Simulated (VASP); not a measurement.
# LiF (P6_3mc) in VASP: a series of runs

The runs below take LiF through single point, with LDA.

Everything below comes from runs of VASP 6.6.1. Logs are shortened: lines on timing, memory, paths and dates and some standing lists are left out, and cuts for length are marked.

**1. The cell of the first run**

Symmetry: P6_3mc, No. 186, hexagonal system. Conventional cell: a = 3.099 Å, b = 3.099 Å, c = 4.881 Å, α = 90.00°, β = 90.00°, γ = 120.00°. Li (site symmetry 3m) has 4 F at 1.86 to 1.92 Å within 2.5 Å. Within 2.5 Å of F (site symmetry 3m) lie 4 Li at 1.86 to 1.92 Å.

**2. Single point, LDA (volume 10.150 Å^3 an atom, c/a of the conventional cell 1.5751)**

The input, INCAR:

```
ALGO     = Normal         # electronic algorithm
EDIFF    = 1E-6           # SCF threshold, eV
ENCUT    = 520            # plane-wave cutoff, eV
ISIF     = 2              # what is computed and relaxed
ISMEAR   = 0              # smearing method
LASPH    = T              # aspherical terms in the spheres
LCHARG   = T              # write CHGCAR
LELF     = T              # ELF
LREAL    = F              # projectors in reciprocal space
LVHAR    = T            
LWAVE    = F              # write WAVECAR
NBANDS   = 18             # bands
NELM     = 60             # most SCF steps
PREC     = Accurate       # precision mode
SIGMA    = 0.05           # smearing width, eV
```

The input, KPOINTS:

```
k-points
0
Gamma
  9 9 6
```

The input, POSCAR:

```
LiF
1.0
    3.0990536174      0.0000000000      0.0000000000
   -1.5495268087      2.6838591603      0.0000000000
    0.0000000000      0.0000000000      4.8813193528
Li F
2 2
Direct
    0.3333333333      0.6666666667      0.3839784076
    0.6666666667      0.3333333333      0.8839784076
    0.3333333333      0.6666666667      0.9910195924
    0.6666666667      0.3333333333      0.4910195924
```

Potentials or basis: VASP PAW LDA potentials, release 64 (Li_sv, F).

The run is started by

```bash
cat potpaw_LDA.64/Li_sv/POTCAR potpaw_LDA.64/F/POTCAR > POTCAR
mpirun -np 1 vasp_std > vasp.out
```

OUTCAR:

```text
EDIFF = 1E-6
   ENCUT = 520
   ISIF = 2
   ISMEAR = 0
   LASPH = T
   LREAL = F
   NELM = 60
   PREC = Accurate

 ion  position               nearest neighbor table
   1  0.333  0.667  0.384-   4 1.86   4 1.86   4 1.86   3 1.92
   2  0.667  0.333  0.884-   3 1.86   3 1.86   3 1.86   4 1.92
   3  0.333  0.667  0.991-   2 1.86   2 1.86   2 1.86   1 1.92
   4  0.667  0.333  0.491-   1 1.86   1 1.86   1 1.86   2 1.92

  LATTYP: Found a hexagonal cell.
 ALAT       =     3.0990536174
 C/A-ratio  =     1.5751000000

  Lattice vectors:

 A1 = (   3.0990536174,   0.0000000000,   0.0000000000)
 A2 = (  -1.5495268087,   2.6838591603,   0.0000000000)
 A3 = (   0.0000000000,   0.0000000000,   4.8813193528)

Analysis of symmetry for initial positions (statically):
=====================================================================
 Subroutine PRICEL returns:
 Original cell was already a primitive cell.

 Routine SETGRP: Setting up the symmetry group for a
 hexagonal supercell.

 Subroutine GETGRP returns: Found 12 space group operations
 (whereof  6 operations were pure point group operations)
 out of a pool of 24 trial point group operations.

The static configuration has the point symmetry C_3v.
 The point group associated with its full space group is C_6v.

Analysis of symmetry for dynamics (positions and initial velocities):
=====================================================================
 Subroutine PRICEL returns:
 Original cell was already a primitive cell.

 Routine SETGRP: Setting up the symmetry group for a
 hexagonal supercell.

 Subroutine GETGRP returns: Found 12 space group operations
 (whereof  6 operations were pure point group operations)
 out of a pool of 24 trial point group operations.

The dynamic configuration has the point symmetry C_3v.
 The point group associated with its full space group is C_6v.

 Subroutine INISYM returns: Found 12 space group operations
 (whereof  6 operations are pure point group operations),
 and found     1 'primitive' translations

----------------------------------------------------------------------------------------

                                     Primitive cell

  volume of cell :      40.6000

  direct lattice vectors                    reciprocal lattice vectors
     3.099053617  0.000000000  0.000000000     0.322679154  0.186298897  0.000000000
    -1.549526809  2.683859160  0.000000000     0.000000000  0.372597793  0.000000000
     0.000000000  0.000000000  4.881319353     0.000000000  0.000000000  0.204862646

  length of vectors
     3.099053617  3.099053617  4.881319353     0.372597793  0.372597793  0.204862646

  position of ions in fractional coordinates (direct lattice)
     0.333333333  0.666666667  0.383978408
     0.666666667  0.333333333  0.883978408
     0.333333333  0.666666667  0.991019592
     0.666666667  0.333333333  0.491019592

  ion indices of the primitive-cell ions
   primitive index   ion index
                 1           1
                 2           2
                 3           3
                 4           4

----------------------------------------------------------------------------------------

 KPOINTS: k-points

Automatic generation of k-mesh.
 Grid dimensions read from file:
 generate k-points for:    9    9    6

 Generating k-lattice:

  Cartesian coordinates                     Fractional coordinates (reciprocal lattice)
     0.035853239  0.020699877  0.000000000     0.111111111  0.000000000  0.000000000
     0.000000000  0.041399755  0.000000000     0.000000000  0.111111111  0.000000000
     0.000000000  0.000000000  0.034143774     0.000000000  0.000000000  0.166666667

  Length of vectors
     0.041399755  0.041399755  0.034143774

  Shift w.r.t. Gamma in fractional coordinates (k-lattice)
     0.000000000  0.000000000  0.000000000

 Subroutine IBZKPT returns following result:
 ===========================================

 Found     48 irreducible k-points:

 Following reciprocal coordinates:
            Coordinates               Weight
  0.000000  0.000000  0.000000      1.000000
  0.111111  0.000000  0.000000      6.000000
  0.222222  0.000000  0.000000      6.000000
  0.333333  0.000000  0.000000      6.000000
  0.444444  0.000000  0.000000      6.000000
  0.111111  0.111111  0.000000      6.000000
[... 16 lines left out ...]
  0.333333  0.222222  0.166667     24.000000
  0.333333  0.333333  0.166667      4.000000
 [... further k-points ...]
   k-points           NKPTS =     48   k-points in BZ     NKDIM =     48   number of bands    NBANDS=     18
   number of dos      NEDOS =    301   number of ions     NIONS =      4
   total plane-waves  NPLWV =  20736
   dimension x,y,z NGX =    24 NGY =   24 NGZ =   36
   dimension x,y,z NGXF=    48 NGYF=   48 NGZF=   72
   ions per type =               2   2
   NGX,Y,Z   is equivalent  to a cutoff of  12.87, 12.87, 12.26 a.u.
   NGXF,Y,Z  is equivalent  to a cutoff of  25.75, 25.75, 24.52 a.u.
 SYSTEM =  unknown system
   PREC   = accura    normal or accurate (medium, high low for compatibility)
   ISTART =      0    job   : 0-new  1-cont  2-samecut
   ICHARG =      2    charge: 1-file 2-atom 10-const
   ISPIN  =      1    spin polarized calculation?
   LNONCOLLINEAR =      F non collinear calculations
   LSORBIT =      F    spin-orbit coupling
   LASPH  =      T    aspherical Exc in radial PAW
   ENCUT  =  520.0 eV  38.22 Ry    6.18 a.u.   5.76  5.76  9.08*2*pi/ulx,y,z
   NELM   =     60;   NELMIN=  2; NELMDL= -5     # of ELM steps
   EDIFF  = 0.1E-05   stopping-criterion for ELM
   LREAL  =      F    real-space projection
   EDIFFG = 0.1E-04   stopping-criterion for IOM
   NSW    =      0    number of steps for IOM
   IBRION =     -1    ionic relax: 0-MD 1-quasi-New 2-CG
   NFREE  =      0    steps in history (QN), initial steepest desc. (CG)
   ISIF   =      2    stress and relaxation
   ISYM   =      2    0-nonsym 1-usesym 2-fastsym
   POTIM  = 0.5000    time-step for ionic-motion
   TEBEG  =    0.0;   TEEND  =   0.0 temperature during run
   PSTRESS=    0.0 pullay stress
   NELECT =      20.0000    total number of electrons
   NUPDOWN=      -1.0000    fix difference up-down
   EMIN   =  10.00;   EMAX   =-10.00  energy-range for DOS
   EFERMI =   0.00;   METHOD = LEGACY
   ISMEAR =     0;   SIGMA  =   0.05  broadening in eV -4-tet -1-fermi 0-gaus
   EFERMI_NEDOS =   21; number of points for ismear=-14 and -15
   IALGO  =     38    algorithm
   IMIX   =      4    mixing-type and parameters
     AMIX     =   0.40;   BMIX     =  1.00
     AMIX_MAG =   1.60;   BMIX_MAG =  1.00
  volume/ion in A,a.u.               =      10.15        68.50
  Fermi-wavevector in a.u.,A,eV,Ry     =   1.292933  2.443290 22.744543  1.671677
  Thomas-Fermi vector in A             =   2.424610
   LORBIT       =      0    0 simple, 1 ext, 2 COOP (PROOUT), +10 PAW based schemes
   GGA     = CA    functional components
   LHFCALC =     F    Hartree Fock is set to
   AEXX    =    0.0000 exact exchange contribution
   IVDW    =     0    specifies the selected vdW correction
   LEPSILON=     F    determine dielectric tensor
   LRPA    =     F    only Hartree local field effects (RPA)
 non-spin polarized calculation
 Gauss-broadening in eV      SIGMA  =   0.05
  energy-cutoff  :      520.00
  volume of cell :       40.60
 maximum number of plane-waves:      1106
 NGX is ok and might be reduce to    24
   NGX = 11   NGY = 11   NGZ = 19

 number of electron      19.9999976 magnetization

 Free energy of the ion-electron system (eV)
  ---------------------------------------------------
  ext. energy  EPLUGINS =         0.00000000
  ---------------------------------------------------
  free energy    TOTEN  =       -20.75313930 eV

  energy without entropy =      -20.75313930  energy(sigma->0) =      -20.75313930

 E-fermi :  -2.5507     XC(G=0):  -9.4438

 val. band max:       -2.8514750561   @ k =   0.0000   0.0000   0.0000
 cond. band min:       4.4999150329   @ k =   0.0000   0.0000   0.0000
 fundamental gap:      7.3513900890
 Fermi energy:        -2.5507367403

 k-point     1 :       0.0000    0.0000    0.0000
  band No.  band energies     occupation
      1     -42.2342      2.00000
      2     -42.1923      2.00000
      3     -21.8532      2.00000
      4     -21.6096      2.00000
      5      -5.0650      2.00000
      6      -3.3475      2.00000
[... 10 lines left out ...]
     17      16.1006      0.00000
     18      16.7138      0.00000

 k-point     2 :       0.1111    0.0000    0.0000
  band No.  band energies     occupation
      1     -42.2302      2.00000
      2     -42.1906      2.00000
      3     -21.8378      2.00000
      4     -21.6070      2.00000
      5      -4.9982      2.00000
      6      -3.4796      2.00000
[... 10 lines left out ...]
     17      16.2844      0.00000
     18      16.7018      0.00000

 k-point     3 :       0.2222    0.0000    0.0000
  band No.  band energies     occupation
      1     -42.2196      2.00000
      2     -42.1863      2.00000
      3     -21.7956      2.00000
      4     -21.6013      2.00000
      5      -4.8262      2.00000
      6      -3.8539      2.00000
[... 10 lines left out ...]
     17      16.4094      0.00000
     18      16.5052      0.00000

 k-point     4 :       0.3333    0.0000    0.0000
  band No.  band energies     occupation
      1     -42.2066      2.00000
      2     -42.1826      2.00000
      3     -21.7401      2.00000
      4     -21.6020      2.00000
      5      -4.7216      2.00000
      6      -4.1550      2.00000
[... 10 lines left out ...]
     17      16.1165      0.00000
     18      16.8469      0.00000

 k-point     5 :       0.4444    0.0000    0.0000
  band No.  band energies     occupation
      1     -42.1968      2.00000
      2     -42.1815      2.00000
      3     -21.6937      2.00000
      4     -21.6119      2.00000
      5      -4.8619      2.00000
      6      -4.1195      2.00000
[... 10 lines left out ...]
     17      15.8092      0.00000
     18      17.2035      0.00000

 k-point     6 :       0.1111    0.1111    0.0000
  band No.  band energies     occupation
      1     -42.2229      2.00000
      2     -42.1875      2.00000
      3     -21.8087      2.00000
      4     -21.6025      2.00000
      5      -4.8747      2.00000
      6      -3.7337      2.00000
[... 10 lines left out ...]
     17      16.5415      0.00000
     18      16.9132      0.00000

 k-point     7 :       0.2222    0.1111    0.0000
  band No.  band energies     occupation
      1     -42.2110      2.00000
      2     -42.1836      2.00000
      3     -21.7597      2.00000
      4     -21.6003      2.00000
      5      -4.6875      2.00000
      6      -4.1920      2.00000
[... 10 lines left out ...]
     17      16.4820      0.00000
     18      16.9681      0.00000

 k-point     8 :       0.3333    0.1111    0.0000
  band No.  band energies     occupation
      1     -42.1993      2.00000
      2     -42.1815      2.00000
      3     -21.7071      2.00000
      4     -21.6068      2.00000
      5      -4.7618      2.00000
      6      -4.2686      2.00000
[... 10 lines left out ...]
     17      15.8812      0.00000
     18      17.2317      0.00000
[... 229 lines left out ...]
     17      16.3320      0.00000
     18      16.8726      0.00000

 k-point    20 :       0.3333    0.1111    0.1667
  band No.  band energies     occupation
      1     -42.1981      2.00000
      2     -42.1827      2.00000
      3     -21.7013      2.00000
      4     -21.6144      2.00000
      5      -4.7411      2.00000
      6      -4.2786      2.00000
[... 10 lines left out ...]
     17      15.9282      0.00000
     18      17.1547      0.00000

 k-point    21 :       0.4444    0.1111    0.1667
  band No.  band energies     occupation
      1     -42.1928      2.00000
      2     -42.1824      2.00000
      3     -21.6754      2.00000
      4     -21.6212      2.00000
      5      -4.8634      2.00000
      6      -4.2080      2.00000
[... 10 lines left out ...]
     17      15.6772      0.00000
     18      17.3106      0.00000

 k-point    22 :       0.2222    0.2222    0.1667
  band No.  band energies     occupation
      1     -42.1990      2.00000
      2     -42.1828      2.00000
      3     -21.7059      2.00000
      4     -21.6125      2.00000
      5      -4.5863      2.00000
      6      -4.4676      2.00000
[... 10 lines left out ...]
     17      16.1473      0.00000
     18      17.4254      0.00000

 k-point    23 :       0.3333    0.2222    0.1667
  band No.  band energies     occupation
      1     -42.1908      2.00000
      2     -42.1826      2.00000
      3     -21.6672      2.00000
      4     -21.6221      2.00000
      5      -4.8320      2.00000
      6      -4.2657      2.00000
[... 10 lines left out ...]
     17      15.5524      0.00000
     18      17.5612      0.00000

 k-point    24 :       0.3333    0.3333    0.1667
  band No.  band energies     occupation
      1     -42.1853      2.00000
      2     -42.1853      2.00000
      3     -21.6395      2.00000
      4     -21.6395      2.00000
      5      -4.8909      2.00000
      6      -4.0714      2.00000
[... 10 lines left out ...]
     17      15.0698      0.00000
     18      17.6108      0.00000

 [... further k-points ...]
[... 5 lines left out ...]
  --------------------------------------------------------------------------------------
  -------------------------------------------------------------------------------------
  Total       -1.1620003     -1.1620003     -1.5020642      0.0000000      0.0000000      0.0000000
  in kB      -45.8554314    -45.8554314    -59.2752034      0.0000000      0.0000000      0.0000000
  external PRESSURE =     -50.3286887 kB  Pullay stress =       0.0000000 kB

 VOLUME and BASIS-vectors are now :
 -----------------------------------------------------------------------------
  energy-cutoff  :      520.00
  volume of cell :       40.60
      direct lattice vectors                 reciprocal lattice vectors
     3.099053617  0.000000000  0.000000000     0.322679154  0.186298897  0.000000000
    -1.549526809  2.683859160  0.000000000     0.000000000  0.372597793  0.000000000
     0.000000000  0.000000000  4.881319353     0.000000000  0.000000000  0.204862646

 POSITION                                       TOTAL-FORCE (eV/Angst)
 -----------------------------------------------------------------------------------
     -0.00000      1.78924      1.87432        -0.000000      0.000000     -0.085376
      1.54953      0.89462      4.31498         0.000000     -0.000000     -0.085376
     -0.00000      1.78924      4.83748        -0.000000      0.000000      0.085376
      1.54953      0.89462      2.39682         0.000000     -0.000000      0.085376
 -----------------------------------------------------------------------------------
    total drift:                                0.000001      0.000001      0.001766

  FREE ENERGIE OF THE ION-ELECTRON SYSTEM (eV)
  ---------------------------------------------------
  free  energy   TOTEN  =       -20.7531393026 eV

  energy  without entropy=      -20.7531393026  energy(sigma->0) =      -20.75313930
```

Wall time 16 s (1 thread of Intel Xeon Platinum 8259CL at 2.50GHz (Skylake/Cascade Lake), shared host); peak memory 0.15 GiB.

What came out:

| Item | Value |
| --- | --- |
| Free energy | -20.7531 eV |
| Largest force | 0.085 eV/Å |
| Band gap on the k mesh | 7.35 eV, direct |

Forces on the atoms (eV/Å):
```
Li   0.000  0.000 -0.085
Li   0.000  0.000 -0.085
F    0.000  0.000  0.085
F    0.000  0.000  0.085
```

Caveat: the cutoff is under 1.25 times the usual one of these potentials, so pressure, stress and relaxed cells hold a basis-set (Pulay) error.

**3. Single point, LDA (volume 10.150 Å^3 an atom, c/a of the conventional cell 1.3629)**

The input, INCAR:

```
PREC     = Accurate       # precision mode
ENCUT    = 520            # plane-wave cutoff, eV
EDIFF    = 1E-7           # SCF threshold, eV
ISMEAR   = 0              # smearing method
SIGMA    = 0.05           # smearing width, eV
LREAL    = F              # projectors in reciprocal space
LASPH    = T              # aspherical terms in the spheres
NELM     = 60             # most SCF steps
ALGO     = Normal         # electronic algorithm
ISIF     = 2              # what is computed and relaxed
LWAVE    = F              # write WAVECAR
LCHARG   = F              # write CHGCAR
NBANDS   = 18             # bands
```

The input, KPOINTS:

```
Automatic mesh
0
Gamma
  9 9 6
```

The input, POSCAR:

```
LiF
1.0
    3.2521991860      0.0000000000      0.0000000000
   -1.6260995930      2.8164871133      0.0000000000
    0.0000000000      0.0000000000      4.4324222706
Li F
2 2
Direct
    0.3333333333      0.6666666667      0.3839784076
    0.6666666667      0.3333333333      0.8839784076
    0.3333333333      0.6666666667      0.9910195924
    0.6666666667      0.3333333333      0.4910195924
```

Potentials or basis: VASP PAW LDA potentials, release 64 (Li_sv, F).

The run is started by

```bash
cat potpaw_LDA.64/Li_sv/POTCAR potpaw_LDA.64/F/POTCAR > POTCAR
mpirun -np 1 vasp_std > vasp.out
```

Run time: 18 s. Hardware: 1 thread of Intel Xeon Platinum 8259CL at 2.50GHz (Skylake/Cascade Lake), shared host; peak memory 0.14 GiB.

It converged, with:

```yaml
Free_energy: -20.6507 eV
Largest_force: 0.546 eV/Å
Band_gap_on_the_k_mesh: 7.23 eV, direct
```

Forces on the atoms (eV/Å):
```
Li   0.000  0.000  0.546
Li   0.000  0.000  0.546
F    0.000  0.000 -0.546
F    0.000  0.000 -0.546
```

Levels at points of the mesh, in eV from the valence-band top:
```csv
k point,band 7,band 8,band 9,band 10,band 11,band 12,band 13,band 14
"(0.00, 0.00, 0.00)",-0.79,-0.25,-0.25,0.00,7.23,12.32,15.42,16.79
"(0.00, 0.00, 0.50)",-0.52,-0.52,-0.52,-0.52,9.13,9.13,17.01,17.01
```

Caveat: the cutoff is under 1.25 times the usual one of these potentials, so pressure, stress and relaxed cells hold a basis-set (Pulay) error.
